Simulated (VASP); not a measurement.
# LiPtBr3 (Cmcm) in VASP: single point with r2SCAN+rVV10

Aim: the single point of LiPtBr3 with r2SCAN+rVV10.

All numbers are computed with VASP 6.6.1; they aren't measurements. Logs are shortened: lines on timing, memory, paths and dates and some standing lists are left out, and cuts for length are marked.

### 1 The cell of the first run

It takes space group Cmcm (No. 63, orthorhombic). The conventional cell has a = 3.806 Å, b = 12.295 Å, c = 11.370 Å, α = 90.00°, β = 90.00°, γ = 90.00°. Within 3.2 Å of Li (site symmetry m2m) lie 4 Br at 2.43 to 2.62 Å. Pt (site symmetry 2/m) has 6 Br at 2.54 to 2.90 Å within 3.4 Å. Br (site symmetry m2m) has 2 Li at 2.43 Å and 2 Pt at 2.90 Å within 3.2 Å. Br (site symmetry m) has 2 Pt at 2.54 Å and 1 Li at 2.62 Å and 3 Br at 3.37 to 3.48 Å within 3.5 Å.

### 2 Single point, r2SCAN+rVV10

POSCAR

```
LiPtBr3
1.0
    1.9030636355     -6.1475180549      0.0000000000
    1.9030636355      6.1475180549      0.0000000000
    0.0000000000      0.0000000000     11.3702111711
Li Pt Br
2 2 6
Direct
    0.4249959720      0.5750040280      0.7500000000
    0.5750040280      0.4249959720      0.2500000000
    0.0000000000      0.0000000000      0.0000000000
    0.0000000000      0.0000000000      0.5000000000
    1.0482028429     -0.0482028429      0.7500000000
   -0.0482028429      1.0482028429      0.2500000000
    0.3656748221      0.6343251779     -0.0287584278
    0.6343251779      0.3656748221      1.0287584278
    0.3656748221      0.6343251779      0.5287584278
    0.6343251779      0.3656748221      0.4712415722
```

INCAR.step1

```
SYSTEM = LiPtBr3
ALGO     = Normal         ! electronic algorithm
EDIFF    = 1E-4           ! SCF threshold, eV
ENCUT    = 520            ! plane-wave cutoff, eV
GGA      = PE             ! functional
ISMEAR   = -1             ! smearing method
LASPH    = .TRUE.         ! aspherical terms in the spheres
LCHARG   = .FALSE.        ! write CHGCAR
LREAL    = .FALSE.        ! projectors in reciprocal space
LWAVE    = .TRUE.         ! write WAVECAR
NBANDS   = 45             ! bands
NELM     = 60             ! most SCF steps
PREC     = Accurate       ! precision mode
SIGMA    = 0.03           ! smearing width, eV
```

INCAR.step2

```
SYSTEM = LiPtBr3
ALGO     = Normal         ! electronic algorithm
BPARAM   = 11.95        
CPARAM   = 0.0093       
EDIFF    = 1E-7           ! SCF threshold, eV
ENCUT    = 520            ! plane-wave cutoff, eV
ISIF     = 2              ! what is computed and relaxed
ISMEAR   = -1             ! smearing method
ISTART   = 1            
IVDW_NL  = 2            
LASPH    = .TRUE.         ! aspherical terms in the spheres
LCHARG   = .FALSE.        ! write CHGCAR
LMIXTAU  = .TRUE.       
LREAL    = .FALSE.        ! projectors in reciprocal space
LUSE_VDW = .TRUE.       
LWAVE    = .FALSE.        ! write WAVECAR
METAGGA  = R2SCAN         ! meta-GGA
NBANDS   = 45             ! bands
NELM     = 60             ! most SCF steps
PREC     = Accurate       ! precision mode
SIGMA    = 0.03           ! smearing width, eV
```

KPOINTS

```
k-points
0
G
  6 6 2
  0 0 0
```

Potentials or basis: VASP PAW PBE potentials, release 64 (Li_sv, Pt, Br).

Launch:

```
> cat potpaw_PBE.64/Li_sv/POTCAR potpaw_PBE.64/Pt/POTCAR potpaw_PBE.64/Br/POTCAR > POTCAR
> cp INCAR.step1 INCAR
> mpirun -np 1 vasp_std > vasp.out
> cp INCAR.step2 INCAR
> mpirun -np 1 vasp_std > vasp.out
```

OUTCAR:

```text
SYSTEM = LiPtBr3
   BPARAM = 11.95
   EDIFF = 1E-7
   ENCUT = 520
   ISIF = 2
   ISMEAR = -1
   ISTART = 1
   IVDW_NL = 2
   LASPH = .TRUE.
   LREAL = .FALSE.
   METAGGA = R2SCAN
   NELM = 60
   PREC = Accurate

 ion  position               nearest neighbor table
   1  0.425  0.575  0.750-   5 2.43   5 2.43   9 2.62   7 2.62
   2  0.575  0.425  0.250-   6 2.43   6 2.43  10 2.62   8 2.62
   3  0.000  0.000  0.000-   8 2.54   7 2.54   8 2.54   7 2.54   5 2.90   6 2.90
   4  0.000  0.000  0.500-  10 2.54   9 2.54  10 2.54   9 2.54   5 2.90   6 2.90
   5  0.048  0.952  0.750-   1 2.43   1 2.43   4 2.90   3 2.90
   6  0.952  0.048  0.250-   2 2.43   2 2.43   4 2.90   3 2.90
   7  0.366  0.634  0.971-   3 2.54   3 2.54   1 2.62
   8  0.634  0.366  0.029-   3 2.54   3 2.54   2 2.62
   9  0.366  0.634  0.529-   4 2.54   4 2.54   1 2.62
  10  0.634  0.366  0.471-   4 2.54   4 2.54   2 2.62

  LATTYP: Found a base centered orthorhombic cell.
 ALAT       =     3.8061272710
 B/A-ratio  =     3.2303271106
 C/A-ratio  =     2.9873439225

  Lattice vectors:

 A1 = (   1.9030636355,  -6.1475180549,   0.0000000000)
 A2 = (   1.9030636355,   6.1475180549,   0.0000000000)
 A3 = (   0.0000000000,   0.0000000000,  11.3702111711)

Analysis of symmetry for initial positions (statically):
=====================================================================
 Subroutine PRICEL returns:
 Original cell was already a primitive cell.

 Routine SETGRP: Setting up the symmetry group for a
 base centered orthorhombic supercell.

 Subroutine GETGRP returns: Found  8 space group operations
 (whereof  4 operations were pure point group operations)
 out of a pool of  8 trial point group operations.

The static configuration has the point symmetry C_2h.
 The point group associated with its full space group is D_2h.

Analysis of symmetry for dynamics (positions and initial velocities):
=====================================================================
 Subroutine PRICEL returns:
 Original cell was already a primitive cell.

 Routine SETGRP: Setting up the symmetry group for a
 base centered orthorhombic supercell.

 Subroutine GETGRP returns: Found  8 space group operations
 (whereof  4 operations were pure point group operations)
 out of a pool of  8 trial point group operations.

The dynamic configuration has the point symmetry C_2h.
 The point group associated with its full space group is D_2h.

 Subroutine INISYM returns: Found  8 space group operations
 (whereof  4 operations are pure point group operations),
 and found     1 'primitive' translations

----------------------------------------------------------------------------------------

                                     Primitive cell

  volume of cell :     266.0429

  direct lattice vectors                    reciprocal lattice vectors
     1.903063635 -6.147518055  0.000000000     0.262734252 -0.081333637  0.000000000
     1.903063635  6.147518055  0.000000000     0.262734252  0.081333637  0.000000000
     0.000000000  0.000000000 11.370211171     0.000000000  0.000000000  0.087949114

  length of vectors
     6.435342216  6.435342216 11.370211171     0.275035357  0.275035357  0.087949114

  position of ions in fractional coordinates (direct lattice)
     0.424995972  0.575004028  0.750000000
     0.575004028  0.424995972  0.250000000
     0.000000000  0.000000000  0.000000000
     0.000000000  0.000000000  0.500000000
     0.048202843  0.951797157  0.750000000
     0.951797157  0.048202843  0.250000000
     0.365674822  0.634325178  0.971241572
     0.634325178  0.365674822  0.028758428
     0.365674822  0.634325178  0.528758428
     0.634325178  0.365674822  0.471241572

  ion indices of the primitive-cell ions
   primitive index   ion index
                 1           1
                 2           2
                 3           3
                 4           4
                 5           5
                 6           6
                 7           7
                 8           8
                 9           9
                10          10

----------------------------------------------------------------------------------------

 KPOINTS: k-points

Automatic generation of k-mesh.
 Grid dimensions read from file:
 generate k-points for:    6    6    2

 Generating k-lattice:

  Cartesian coordinates                     Fractional coordinates (reciprocal lattice)
     0.043789042 -0.013555606  0.000000000     0.166666667  0.000000000  0.000000000
     0.043789042  0.013555606  0.000000000     0.000000000  0.166666667  0.000000000
     0.000000000  0.000000000  0.043974557     0.000000000  0.000000000  0.500000000

  Length of vectors
     0.045839226  0.045839226  0.043974557

  Shift w.r.t. Gamma in fractional coordinates (k-lattice)
     0.000000000  0.000000000  0.000000000

 Subroutine IBZKPT returns following result:
 ===========================================

 Found     26 irreducible k-points:

 Following reciprocal coordinates:
            Coordinates               Weight
  0.000000  0.000000  0.000000      1.000000
  0.166667  0.000000  0.000000      4.000000
  0.333333  0.000000  0.000000      4.000000
  0.500000  0.000000  0.000000      2.000000
  0.166667  0.166667  0.000000      2.000000
  0.333333  0.166667  0.000000      4.000000
[... 16 lines left out ...]
  0.333333  0.333333  0.500000      2.000000
  0.500000  0.333333  0.500000      4.000000
 [... further k-points ...]
   k-points           NKPTS =     26   k-points in BZ     NKDIM =     26   number of bands    NBANDS=     45
   number of dos      NEDOS =    301   number of ions     NIONS =     10
   total plane-waves  NPLWV = 207360
   dimension x,y,z NGX =    48 NGY =   48 NGZ =   90
   dimension x,y,z NGXF=    96 NGYF=   96 NGZF=  180
   ions per type =               2   2   6
   NGX,Y,Z   is equivalent  to a cutoff of  12.40, 12.40, 13.16 a.u.
   NGXF,Y,Z  is equivalent  to a cutoff of  24.80, 24.80, 26.32 a.u.
 SYSTEM =  LiPtBr3
   PREC   = accura    normal or accurate (medium, high low for compatibility)
   ISTART =      1    job   : 0-new  1-cont  2-samecut
   ICHARG =      0    charge: 1-file 2-atom 10-const
   ISPIN  =      1    spin polarized calculation?
   LNONCOLLINEAR =      F non collinear calculations
   LSORBIT =      F    spin-orbit coupling
   LASPH  =      T    aspherical Exc in radial PAW
   ENCUT  =  520.0 eV  38.22 Ry    6.18 a.u.  11.97 11.97 21.14*2*pi/ulx,y,z
   NELM   =     60;   NELMIN=  2; NELMDL=  0     # of ELM steps
   EDIFF  = 0.1E-06   stopping-criterion for ELM
   LREAL  =      F    real-space projection
   EDIFFG = 0.1E-05   stopping-criterion for IOM
   NSW    =      0    number of steps for IOM
   IBRION =     -1    ionic relax: 0-MD 1-quasi-New 2-CG
   NFREE  =      0    steps in history (QN), initial steepest desc. (CG)
   ISIF   =      2    stress and relaxation
   ISYM   =      2    0-nonsym 1-usesym 2-fastsym
   POTIM  = 0.5000    time-step for ionic-motion
   TEBEG  =    0.0;   TEEND  =   0.0 temperature during run
   PSTRESS=    0.0 pullay stress
   NELECT =      68.0000    total number of electrons
   NUPDOWN=      -1.0000    fix difference up-down
   EMIN   =  10.00;   EMAX   =-10.00  energy-range for DOS
   EFERMI =   0.00;   METHOD = LEGACY
   ISMEAR =    -1;   SIGMA  =   0.03  broadening in eV -4-tet -1-fermi 0-gaus
   EFERMI_NEDOS =   21; number of points for ismear=-14 and -15
   IALGO  =     38    algorithm
   IMIX   =      4    mixing-type and parameters
     AMIX     =   0.40;   BMIX     =  1.00
     AMIX_MAG =   1.60;   BMIX_MAG =  1.00
  volume/ion in A,a.u.               =      26.60       179.53
  Fermi-wavevector in a.u.,A,eV,Ry     =   1.038948  1.963328 14.686312  1.079413
  Thomas-Fermi vector in A             =   2.173456
   LORBIT       =      0    0 simple, 1 ext, 2 COOP (PROOUT), +10 PAW based schemes
   METAGGA = R2SCAN    functional components
   LHFCALC =     F    Hartree Fock is set to
   AEXX    =    0.0000 exact exchange contribution
   IVDW_NL    =     2    kernel type
   BPARAM     =11.9500
   IVDW    =     0    specifies the selected vdW correction
   LEPSILON=     F    determine dielectric tensor
   LRPA    =     F    only Hartree local field effects (RPA)
 non-spin polarized calculation
  energy-cutoff  :      520.00
  volume of cell :      266.04
 maximum number of plane-waves:      7196
   NGX = 23   NGY = 23   NGZ = 43

 number of electron      68.0000004 magnetization

 Free energy of the ion-electron system (eV)
  ---------------------------------------------------
  ext. energy  EPLUGINS =         0.00000000
  ---------------------------------------------------
  free energy    TOTEN  =      -192.23982640 eV

  energy without entropy =     -192.22482562  energy(sigma->0) =     -192.23232601

 E-fermi :   2.3874     XC(G=0):  -8.8491

 val. band max:        2.3626602759   @ k =   0.5000   0.3333   0.0000
 cond. band min:       2.3926328682   @ k =   0.5000   0.3333   0.0000
 fundamental gap:      0.0299725923
 Fermi energy:         2.3874082921

 k-point     1 :       0.0000    0.0000    0.0000
  band No.  band energies     occupation
      1     -45.4058      2.00000
      2     -45.4058      2.00000
      3     -15.0174      2.00000
      4     -14.9885      2.00000
      5     -14.1142      2.00000
      6     -14.1142      2.00000
[... 37 lines left out ...]
     44       8.4330      0.00000
     45       8.5978      0.00000

 k-point     2 :       0.1667    0.0000    0.0000
  band No.  band energies     occupation
      1     -45.4057      2.00000
      2     -45.4057      2.00000
      3     -14.8836      2.00000
      4     -14.8593      2.00000
      5     -14.1566      2.00000
      6     -14.1564      2.00000
[... 37 lines left out ...]
     44       9.1821      0.00000
     45       9.2144      0.00000

 k-point     3 :       0.3333    0.0000    0.0000
  band No.  band energies     occupation
      1     -45.4054      2.00000
      2     -45.4054      2.00000
      3     -14.5847      2.00000
      4     -14.5746      2.00000
      5     -14.2435      2.00000
      6     -14.2424      2.00000
[... 997 lines left out ...]
     44       8.7794      0.00000
     45       9.1536      0.00000

 k-point    24 :       0.5000    0.3333    0.5000
  band No.  band energies     occupation
      1     -45.4057      2.00000
      2     -45.4057      2.00000
      3     -14.6701      2.00000
      4     -14.6701      2.00000
      5     -14.3949      2.00000
      6     -14.3949      2.00000
[... 37 lines left out ...]
     44       8.7732      0.00000
     45       9.5185      0.00000

 [... further k-points ...]

------------------------ aborting loop because EDIFF is reached ----------------------------------------

  FORCE on cell =-STRESS in cart. coord.  units (eV):
  Direction    XX          YY          ZZ          XY          YZ          ZX
  --------------------------------------------------------------------------------------
  -------------------------------------------------------------------------------------
  Total        0.3406249      0.1754219      0.0636338      0.0000000      0.0000000      0.0000000
  in kB        2.0513288      1.0564347      0.3832187      0.0000000      0.0000000      0.0000000
  external PRESSURE =       1.1636607 kB  Pullay stress =       0.0000000 kB

 VOLUME and BASIS-vectors are now :
 -----------------------------------------------------------------------------
  energy-cutoff  :      520.00
  volume of cell :      266.04
      direct lattice vectors                 reciprocal lattice vectors
     1.903063635 -6.147518055  0.000000000     0.262734252 -0.081333637  0.000000000
     1.903063635  6.147518055  0.000000000     0.262734252  0.081333637  0.000000000
     0.000000000  0.000000000 11.370211171     0.000000000  0.000000000  0.087949114

 POSITION                                       TOTAL-FORCE (eV/Angst)
 -----------------------------------------------------------------------------------
      1.90306      0.92218      8.52766         0.000000      0.041197      0.000000
      1.90306     -0.92218      2.84255         0.000000     -0.041197     -0.000000
      0.00000      0.00000      0.00000         0.000000      0.000000      0.000000
      0.00000      0.00000      5.68511        -0.000000     -0.000000      0.000000
      1.90306      5.55486      8.52766         0.000000      0.003962      0.000000
      1.90306     -5.55486      2.84255         0.000000     -0.003962     -0.000000
      1.90306      1.65153     11.04322         0.000000      0.032707     -0.015632
      1.90306     -1.65153      0.32699         0.000000     -0.032707      0.015632
      1.90306      1.65153      6.01209         0.000000      0.032707      0.015632
      1.90306     -1.65153      5.35812         0.000000     -0.032707     -0.015632
 -----------------------------------------------------------------------------------
    total drift:                                0.000000      0.000000     -0.000000

  FREE ENERGIE OF THE ION-ELECTRON SYSTEM (eV)
  ---------------------------------------------------
  free  energy   TOTEN  =      -192.2398263957 eV

  energy  without entropy=     -192.2248256152  energy(sigma->0) =     -192.23232601
```

Wall time 66 min (1 thread of AMD EPYC 7R13, shared host); peak memory 1.4 GiB.

Results:

* Free energy: -192.2398 eV
* Largest force: 0.041 eV/Å
* Band gap on the k mesh: zero (bands 34 and 35 overlap by 0.94 eV)

Forces in eV/Å, atoms in the order of the input:
```
Li   0.000  0.041  0.000
Li   0.000 -0.041  0.000
Pt   0.000  0.000  0.000
Pt   0.000  0.000  0.000
Br   0.000  0.004  0.000
Br   0.000 -0.004  0.000
Br   0.000  0.033 -0.016
Br   0.000 -0.033  0.016
Br   0.000  0.033  0.016
Br   0.000 -0.033 -0.016
```

Caveat: the cutoff is under 1.25 times the usual one of these potentials, so pressure, stress and relaxed cells hold a basis-set (Pulay) error; the PAW data sets were made with another functional, which shifts forces and pressure a little; spin-orbit coupling is left out, which moves the levels of the heavy elements.

The gap in the log of VASP goes by the Fermi energy; the results here count the filled bands.